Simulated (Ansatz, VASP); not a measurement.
GaSb3 in VASP and in Ansatz

```
CELL_PARAMETERS angstrom
0.00000 3.69906 3.69906
3.69906 0.00000 3.69906
3.69906 3.69906 0.00000
ATOMIC_POSITIONS crystal
Ga 0.00000 0.00000 0.00000
Sb 0.25000 0.25000 0.25000
Sb 0.75000 0.75000 0.75000
Sb 0.50000 0.50000 0.50000
```

Alike in both runs: functional r2SCAN; k mesh 12 × 12 × 12; occupations gaussian, width 0.1 eV; no spin polarisation.

Ansatz relaxed the structure, and its values are those at the end. VASP's run is a single point on that final structure, the one shown.

```csv
,VASP,Ansatz
version,VASP 6.6.1,Ansatz 0.2.0
potentials or method,"VASP PAW PBE potentials, release 64 (Ga_d, Sb), cutoff 520 eV","scalar-relativistic, plane waves, PAW"
valence electrons in the cell,28,58
```

VASP gave:

| Property | Result |
| --- | --- |
| gap on the k mesh at the Fermi level (eV) | none |
| pressure (GPa) | -0.1 |

Task: Which values does Ansatz return?

Result: gap on the k mesh at the Fermi level (eV): none; pressure (GPa): 0.0.

VASP's potentials were made for PBE, not for r2SCAN. A gap of «none» marks a metal or a gap that the smearing closes. The functional is the same, so the differences come from potentials, cutoffs and numerics. VASP's potentials hold 28 valence electrons a cell and Ansatz's 58, so a difference there can come from the potentials and not from the codes.

Neither program's run includes spin-orbit coupling.
